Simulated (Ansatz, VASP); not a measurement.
## One calculation of Au, two programs

```
Au
1.0
     0.00000    2.03500    2.03500
     2.03500    0.00000    2.03500
     2.03500    2.03500    0.00000
Au
1
Direct
  0.00000 0.00000 0.00000
```

Alike in both runs: task single point; functional PBE; k mesh 6 × 6 × 6; occupations fermi-dirac, width 0.02 eV; no spin polarisation.

```csv
,VASP,Ansatz
version,VASP 6.6.1,Ansatz 0.2.0
potentials or method,"VASP PAW PBE potentials, release 64 (Au), cutoff 520 eV","all-electron LAPW, scalar-relativistic"
```

```csv
,VASP,Ansatz,Ansatz less VASP
gap on the k mesh at the Fermi level (eV),none,none,-
pressure (GPa),11.9,12.2,+0.31
```

A gap of «none» marks a metal or a gap that the smearing closes. Ansatz ran all-electron here, and VASP with PAW potentials.

The k mesh is coarse, so the values compare programs but aren't converged. Spin-orbit coupling is off throughout.
